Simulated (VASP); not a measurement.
A run of VASP 6.6.1 is set up as follows.

The input INCAR:

```
SYSTEM = Sn
  PREC = Accurate
  ENCUT = 520
  EDIFF = 1E-7
  ISMEAR = 0
  SIGMA = 1.0
  LREAL = .FALSE.
  LASPH = .TRUE.
  NELM = 80
  ALGO = Normal
  ISIF = 2
  LWAVE = .FALSE.
  LCHARG = .TRUE.
  LELF = .TRUE.
  LVHAR = .TRUE.
  NBANDS = 21
```

File KPOINTS:

```
regular mesh
0
G
  9 9 9
  0 0 0
```

File POSCAR:

```
Sn
1.0
    0.0000000000      3.2380799619      3.2380799619
    3.2380799619      0.0000000000      3.2380799619
    3.2380799619      3.2380799619      0.0000000000
Sn
2
Direct
    0.5000000000      0.5000000000      0.5000000000
    0.7500000000      0.7500000000      0.7500000000
```

Potentials or basis: VASP PAW LDA potentials, release 64 (Sn_d).

Run with:

```console
$ cat potpaw_LDA.64/Sn_d/POTCAR > POTCAR
$ mpirun -np 1 vasp_std > vasp.out
```

(1) Predict the band gap on the k mesh.

(2) What does it give for the pressure?

## Answers

(1) zero (band 14 reaches 5.50 eV, above the bottom of band 15 at 5.35 eV).

(2) 0.5 GPa.

Caveat: spin-orbit coupling is left out, which moves the levels of the heavy elements.
